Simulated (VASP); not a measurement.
# Zn (P6_3/mmc) in VASP: a series of runs

The runs below take Zn through single point, with PBE.

Everything below comes from runs of VASP 6.6.1. Logs are shortened: lines on timing, memory, paths and dates and some standing lists are left out, and cuts for length are marked.

### Step 1. The cell of the first run

The structure is hexagonal, space group P6_3/mmc (No. 194). The conventional cell has a = 2.585 Å, b = 2.585 Å, c = 4.947 Å, α = 90.00°, β = 90.00°, γ = 120.00°. Within 3.4 Å of Zn (site symmetry -6m2) lie 12 Zn at 2.58 to 2.89 Å.

### Step 2. Single point, PBE (equal xx and yy strain of -3 %)

The input, INCAR:

```
  PREC = Accurate
  ENCUT = 520
  EDIFF = 1E-6
  ISMEAR = -1
  SIGMA = 0.03
  LREAL = F
  LASPH = T
  NELM = 80
  ALGO = Normal
  ISIF = 2
  LWAVE = F
  LCHARG = F
  GGA = PE
  NBANDS = 19
```

The input, KPOINTS:

```
regular mesh
0
Gamma
  18 18 8
```

The input, POSCAR:

```
Zn
1.0
    2.5848541116      0.0000000000      0.0000000000
   -1.2924270558      2.2385493257      0.0000000000
    0.0000000000      0.0000000000      4.9467000000
Zn
2
Direct
    0.3333333333      0.6666666667      0.2500000000
    0.6666666667      0.3333333333      0.7500000000
```

Potentials or basis: VASP PAW PBE potentials, release 64 (Zn).

Started as:

```bash
> cat potpaw_PBE.64/Zn/POTCAR > POTCAR
> mpirun -np 1 vasp_std > vasp.out
```

OUTCAR:

```text
PREC = Accurate
   ENCUT = 520
   EDIFF = 1E-6
   ISMEAR = -1
   LREAL = F
   LASPH = T
   NELM = 80
   ISIF = 2
   GGA = PE

 ion  position               nearest neighbor table
   1  0.333  0.667  0.250-   2 2.89   2 2.89   2 2.89   2 2.89   2 2.89   2 2.89
   2  0.667  0.333  0.750-   1 2.89   1 2.89   1 2.89   1 2.89   1 2.89   1 2.89

  LATTYP: Found a hexagonal cell.
 ALAT       =     2.5848541116
 C/A-ratio  =     1.9137250253

  Lattice vectors:

 A1 = (   2.5848541116,   0.0000000000,   0.0000000000)
 A2 = (  -1.2924270558,   2.2385493257,   0.0000000000)
 A3 = (   0.0000000000,   0.0000000000,   4.9467000000)

Analysis of symmetry for initial positions (statically):
=====================================================================
 Subroutine PRICEL returns:
 Original cell was already a primitive cell.

 Routine SETGRP: Setting up the symmetry group for a
 hexagonal supercell.

 Subroutine GETGRP returns: Found 24 space group operations
 (whereof 12 operations were pure point group operations)
 out of a pool of 24 trial point group operations.

The static configuration has the point symmetry D_3d.
 The point group associated with its full space group is D_6h.

Analysis of symmetry for dynamics (positions and initial velocities):
=====================================================================
 Subroutine PRICEL returns:
 Original cell was already a primitive cell.

 Routine SETGRP: Setting up the symmetry group for a
 hexagonal supercell.

 Subroutine GETGRP returns: Found 24 space group operations
 (whereof 12 operations were pure point group operations)
 out of a pool of 24 trial point group operations.

The dynamic configuration has the point symmetry D_3d.
 The point group associated with its full space group is D_6h.

 Subroutine INISYM returns: Found 24 space group operations
 (whereof 12 operations are pure point group operations),
 and found     1 'primitive' translations

----------------------------------------------------------------------------------------

                                     Primitive cell

  volume of cell :      28.6232

  direct lattice vectors                    reciprocal lattice vectors
     2.584854112  0.000000000  0.000000000     0.386869029  0.223358938  0.000000000
    -1.292427056  2.238549326  0.000000000     0.000000000  0.446717876  0.000000000
     0.000000000  0.000000000  4.946700000     0.000000000  0.000000000  0.202154972

  length of vectors
     2.584854112  2.584854112  4.946700000     0.446717876  0.446717876  0.202154972

  position of ions in fractional coordinates (direct lattice)
     0.333333333  0.666666667  0.250000000
     0.666666667  0.333333333  0.750000000

  ion indices of the primitive-cell ions
   primitive index   ion index
                 1           1
                 2           2

----------------------------------------------------------------------------------------

 KPOINTS: regular mesh

Automatic generation of k-mesh.
 Grid dimensions read from file:
 generate k-points for:   18   18    8

 Generating k-lattice:

  Cartesian coordinates                     Fractional coordinates (reciprocal lattice)
     0.021492724  0.012408830  0.000000000     0.055555556 -0.000000000  0.000000000
     0.000000000  0.024817660  0.000000000     0.000000000  0.055555556  0.000000000
     0.000000000  0.000000000  0.025269372     0.000000000  0.000000000  0.125000000

  Length of vectors
     0.024817660  0.024817660  0.025269372

  Shift w.r.t. Gamma in fractional coordinates (k-lattice)
     0.000000000  0.000000000  0.000000000

 Subroutine IBZKPT returns following result:
 ===========================================

 Found    185 irreducible k-points:

 Following reciprocal coordinates:
            Coordinates               Weight
  0.000000  0.000000  0.000000      1.000000
  0.055556 -0.000000  0.000000      6.000000
  0.111111 -0.000000  0.000000      6.000000
  0.166667  0.000000  0.000000      6.000000
  0.222222 -0.000000  0.000000      6.000000
  0.277778 -0.000000  0.000000      6.000000
[... 16 lines left out ...]
  0.333333  0.111111  0.000000     12.000000
  0.388889  0.111111  0.000000     12.000000
 [... further k-points ...]
   k-points           NKPTS =    185   k-points in BZ     NKDIM =    185   number of bands    NBANDS=     19
   number of dos      NEDOS =    301   number of ions     NIONS =      2
   total plane-waves  NPLWV =  16000
   dimension x,y,z NGX =    20 NGY =   20 NGZ =   40
   dimension x,y,z NGXF=    40 NGYF=   40 NGZF=   80
   ions per type =               2
   NGX,Y,Z   is equivalent  to a cutoff of  12.86, 12.86, 13.44 a.u.
   NGXF,Y,Z  is equivalent  to a cutoff of  25.73, 25.73, 26.89 a.u.
 SYSTEM =  unknown system
   PREC   = accura    normal or accurate (medium, high low for compatibility)
   ISTART =      0    job   : 0-new  1-cont  2-samecut
   ICHARG =      2    charge: 1-file 2-atom 10-const
   ISPIN  =      1    spin polarized calculation?
   LNONCOLLINEAR =      F non collinear calculations
   LSORBIT =      F    spin-orbit coupling
   LASPH  =      T    aspherical Exc in radial PAW
   ENCUT  =  520.0 eV  38.22 Ry    6.18 a.u.   4.81  4.81  9.20*2*pi/ulx,y,z
   NELM   =     80;   NELMIN=  2; NELMDL= -5     # of ELM steps
   EDIFF  = 0.1E-05   stopping-criterion for ELM
   LREAL  =      F    real-space projection
   EDIFFG = 0.1E-04   stopping-criterion for IOM
   NSW    =      0    number of steps for IOM
   IBRION =     -1    ionic relax: 0-MD 1-quasi-New 2-CG
   NFREE  =      0    steps in history (QN), initial steepest desc. (CG)
   ISIF   =      2    stress and relaxation
   ISYM   =      2    0-nonsym 1-usesym 2-fastsym
   POTIM  = 0.5000    time-step for ionic-motion
   TEBEG  =    0.0;   TEEND  =   0.0 temperature during run
   PSTRESS=    0.0 pullay stress
   NELECT =      24.0000    total number of electrons
   NUPDOWN=      -1.0000    fix difference up-down
   EMIN   =  10.00;   EMAX   =-10.00  energy-range for DOS
   EFERMI =   0.00;   METHOD = LEGACY
   ISMEAR =    -1;   SIGMA  =   0.03  broadening in eV -4-tet -1-fermi 0-gaus
   EFERMI_NEDOS =   21; number of points for ismear=-14 and -15
   IALGO  =     38    algorithm
   IMIX   =      4    mixing-type and parameters
     AMIX     =   0.40;   BMIX     =  1.00
     AMIX_MAG =   1.60;   BMIX_MAG =  1.00
  volume/ion in A,a.u.               =      14.31        96.58
  Fermi-wavevector in a.u.,A,eV,Ry     =   1.543734  2.917234 32.424246  2.383115
  Thomas-Fermi vector in A             =   2.649355
   LORBIT       =      0    0 simple, 1 ext, 2 COOP (PROOUT), +10 PAW based schemes
   GGA     = PE    functional components
   LHFCALC =     F    Hartree Fock is set to
   AEXX    =    0.0000 exact exchange contribution
   IVDW    =     0    specifies the selected vdW correction
   LEPSILON=     F    determine dielectric tensor
   LRPA    =     F    only Hartree local field effects (RPA)
 non-spin polarized calculation
  energy-cutoff  :      520.00
  volume of cell :       28.62
 maximum number of plane-waves:       787
 NGX is ok and might be reduce to    20
   NGX =  9   NGY =  9   NGZ = 19

 number of electron      24.0000011 magnetization

 Free energy of the ion-electron system (eV)
  ---------------------------------------------------
  ext. energy  EPLUGINS =         0.00000000
  ---------------------------------------------------
  free energy    TOTEN  =        -2.18338139 eV

  energy without entropy =       -2.18232644  energy(sigma->0) =       -2.18285391

 E-fermi :   3.6172     XC(G=0): -11.8656

 val. band max:        3.6069233768   @ k =   0.2222   0.2222   0.0000
 cond. band min:       3.6398386597   @ k =   0.2778   0.1667   0.0000
 fundamental gap:      0.0329152829
 Fermi energy:         3.6171906929

 k-point     1 :       0.0000    0.0000    0.0000
  band No.  band energies     occupation
      1      -7.3500      2.00000
      2      -5.4225      2.00000
      3      -4.6106      2.00000
      4      -4.3156      2.00000
      5      -4.3156      2.00000
      6      -4.2669      2.00000
[... 11 lines left out ...]
     18      23.6924      0.00000
     19      24.0438      0.00000

 k-point     2 :       0.0556   -0.0000    0.0000
  band No.  band energies     occupation
      1      -7.2520      2.00000
      2      -5.3744      2.00000
      3      -4.5978      2.00000
      4      -4.3279      2.00000
      5      -4.2905      2.00000
      6      -4.2794      2.00000
[... 11 lines left out ...]
     18      22.7823      0.00000
     19      25.0363      0.00000

 k-point     3 :       0.1111   -0.0000    0.0000
  band No.  band energies     occupation
      1      -6.9618      2.00000
      2      -5.2423      2.00000
      3      -4.5662      2.00000
      4      -4.3581      2.00000
      5      -4.3064      2.00000
      6      -4.2178      2.00000
[... 11 lines left out ...]
     18      21.8866      0.00000
     19      23.7123      0.00000

 k-point     4 :       0.1667    0.0000    0.0000
  band No.  band energies     occupation
      1      -6.4947      2.00000
      2      -5.0696      2.00000
      3      -4.5356      2.00000
      4      -4.3960      2.00000
      5      -4.2947      2.00000
      6      -4.1605      2.00000
[... 11 lines left out ...]
     18      20.7713      0.00000
     19      21.5251      0.00000

 k-point     5 :       0.2222   -0.0000    0.0000
  band No.  band energies     occupation
      1      -5.9012      2.00000
      2      -4.9472      2.00000
      3      -4.4912      2.00000
      4      -4.4090      2.00000
      5      -4.3687      2.00000
      6      -4.1764      2.00000
[... 11 lines left out ...]
     18      19.5682      0.00000
     19      20.2268      0.00000

 k-point     6 :       0.2778   -0.0000    0.0000
  band No.  band energies     occupation
      1      -5.3584      2.00000
      2      -4.9433      2.00000
      3      -4.5498      2.00000
      4      -4.4161      2.00000
      5      -4.2747      2.00000
      6      -4.1396      2.00000
[... 11 lines left out ...]
     18      19.7626      0.00000
     19      19.8380      0.00000

 k-point     7 :       0.3333   -0.0000    0.0000
  band No.  band energies     occupation
      1      -5.1372      2.00000
      2      -4.9958      2.00000
      3      -4.6919      2.00000
      4      -4.3080      2.00000
      5      -4.2275      2.00000
      6      -4.0624      2.00000
[... 11 lines left out ...]
     18      19.3801      0.00000
     19      20.8987      0.00000

 k-point     8 :       0.3889   -0.0000    0.0000
  band No.  band energies     occupation
      1      -5.1278      2.00000
      2      -5.0444      2.00000
      3      -4.7923      2.00000
      4      -4.2985      2.00000
      5      -4.2130      2.00000
      6      -4.0776      2.00000
[... 256 lines left out ...]
 k-point    20 :       0.1667    0.1111    0.0000
  band No.  band energies     occupation
      1      -5.6437      2.00000
      2      -4.8263      2.00000
      3      -4.5609      2.00000
      4      -4.4326      2.00000
      5      -4.4120      2.00000
      6      -4.2923      2.00000
[... 11 lines left out ...]
     18      19.5041      0.00000
     19      19.7829      0.00000

 k-point    21 :       0.2222    0.1111    0.0000
  band No.  band energies     occupation
      1      -5.1219      2.00000
      2      -4.8236      2.00000
      3      -4.5637      2.00000
      4      -4.4521      2.00000
      5      -4.4017      2.00000
      6      -4.2012      2.00000
[... 11 lines left out ...]
     18      18.7122      0.00000
     19      19.5290      0.00000

 k-point    22 :       0.2778    0.1111    0.0000
  band No.  band energies     occupation
      1      -4.9590      2.00000
      2      -4.8773      2.00000
      3      -4.6833      2.00000
      4      -4.3002      2.00000
      5      -4.2622      2.00000
      6      -4.2157      2.00000
[... 11 lines left out ...]
     18      18.0453      0.00000
     19      19.1600      0.00000

 k-point    23 :       0.3333    0.1111    0.0000
  band No.  band energies     occupation
      1      -4.9980      2.00000
      2      -4.9145      2.00000
      3      -4.7676      2.00000
      4      -4.3085      2.00000
      5      -4.2061      2.00000
      6      -4.1064      2.00000
[... 11 lines left out ...]
     18      17.5419      0.00000
     19      18.7715      0.00000

 k-point    24 :       0.3889    0.1111    0.0000
  band No.  band energies     occupation
      1      -5.0426      2.00000
      2      -4.9460      2.00000
      3      -4.8172      2.00000
      4      -4.3372      2.00000
      5      -4.1462      2.00000
      6      -4.1431      2.00000
[... 11 lines left out ...]
     18      17.2292      0.00000
     19      18.5239      0.00000

 [... further k-points ...]

------------------------ aborting loop because EDIFF is reached ----------------------------------------

  FORCE on cell =-STRESS in cart. coord.  units (eV):
  Direction    XX          YY          ZZ          XY          YZ          ZX
  --------------------------------------------------------------------------------------
  -------------------------------------------------------------------------------------
  Total        1.2457206      1.2457206      0.8092506      0.0000000      0.0000000      0.0000000
  in kB       69.7289235     69.7289235     45.2976147      0.0000000      0.0000000      0.0000000
  external PRESSURE =      61.5851539 kB  Pullay stress =       0.0000000 kB

 VOLUME and BASIS-vectors are now :
 -----------------------------------------------------------------------------
  energy-cutoff  :      520.00
  volume of cell :       28.62
      direct lattice vectors                 reciprocal lattice vectors
     2.584854112  0.000000000  0.000000000     0.386869029  0.223358938  0.000000000
    -1.292427056  2.238549326  0.000000000     0.000000000  0.446717876  0.000000000
     0.000000000  0.000000000  4.946700000     0.000000000  0.000000000  0.202154972

 POSITION                                       TOTAL-FORCE (eV/Angst)
 -----------------------------------------------------------------------------------
     -0.00000      1.49237      1.23667        -0.000000     -0.000000      0.000000
      1.29243      0.74618      3.71002         0.000000      0.000000      0.000000
 -----------------------------------------------------------------------------------
    total drift:                                0.000000     -0.000000      0.000000

  FREE ENERGIE OF THE ION-ELECTRON SYSTEM (eV)
  ---------------------------------------------------
  free  energy   TOTEN  =        -2.1833813866 eV

  energy  without entropy=       -2.1823264363  energy(sigma->0) =       -2.18285391
```

It took 75 s on 1 thread of Intel Xeon 8259CL, shared host; peak memory 0.2 GiB.

Results:

```
Free energy            : -2.1834 eV
Pressure               : 6.2 GPa
Band gap on the k mesh : zero (bands 12 and 13 overlap by 5.12 eV)
```

Levels at points of the mesh, in eV from the Fermi level:
| k point | band 8 | band 9 | band 10 | band 11 | band 12 | band 13 | band 14 | band 15 | band 16 | band 17 |
| --- | --- | --- | --- | --- | --- | --- | --- | --- | --- | --- |
| (0.00, 0.00, 0.00) | -7.46 | -7.46 | -7.26 | -7.26 | -4.14 | -3.40 | 13.07 | 16.97 | 18.85 | 18.85 |
| (0.50, 0.00, 0.00) | -7.30 | -7.04 | -7.02 | -2.99 | -2.11 | 2.54 | 3.56 | 4.26 | 5.75 | 10.93 |
| (0.00, 0.00, 0.50) | -7.92 | -7.35 | -7.35 | -7.35 | -7.35 | 4.14 | 4.14 | 20.16 | 20.16 | 20.16 |
| (0.50, 0.00, 0.50) | -7.31 | -7.03 | -7.03 | -2.07 | -2.07 | 0.32 | 0.32 | 10.09 | 10.09 | 12.75 |

Caveat: the cell differs from its parent crystal (equal xx and yy strain of -3 %); the cell stands under pressure.

[end of part 1 of 3]

The gap in the log of VASP goes by the Fermi energy; the results here count the filled bands.